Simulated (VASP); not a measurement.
Wanted: the native input for a VASP 6.6.1 run.

```yaml
Task: single point
Functional: PBEsol
Potentials_or_basis: VASP PAW PBE potentials, release 64 (Al, Cu)
Cutoff: 520 eV
k_mesh: 14 × 14 × 14
Occupations: gaussian, width 0.1 eV
Spin: no spin polarisation
Dipole_correction: no
Further_INCAR_settings: ALGO = Fast; EDIFF = 1e-07; NBANDS = 16
```

The structure of Al2Cu lies in POSCAR:

```
Al2Cu
1.0
   -2.0246315550      2.0246315550      2.8630136514
    2.0246315550     -2.0246315550      2.8630136514
    2.0246315550      2.0246315550     -2.8630136514
Al Cu
2 1
Direct
    0.7500000000      0.2500000000      0.5000000000
    0.2500000000      0.7500000000      0.5000000000
    0.5000000000      0.5000000000      0.0000000000
```

These files were run (other wordings do the same):

INCAR

```
ALGO = Fast ; EDIFF = 1E-7
ENCUT = 520 ; GGA = PS
ISIF = 2 ; ISMEAR = 0
LASPH = T ; LCHARG = T
LELF = T ; LREAL = F
LVHAR = T ; LWAVE = F
NBANDS = 16 ; NELM = 60
PREC = Accurate ; SIGMA = 0.1
```

KPOINTS

```
k-points
0
Gamma
  14 14 14
```

Potentials or basis: VASP PAW PBE potentials, release 64 (Al, Cu).

The run is started by

```sh
$ cat potpaw_PBE.64/Al/POTCAR potpaw_PBE.64/Cu/POTCAR > POTCAR
$ mpirun -np 1 vasp_std > vasp.out
```

Results of the run:

```
Pressure : 0.2 GPa
```

Caveat: the PAW data sets were made with another functional, which shifts forces and pressure a little.

Run time: 2.9 min on 1 thread of AMD EPYC 9R45 96-Core Processor (Zen 5), on a shared host, peak memory 0.27 GiB.
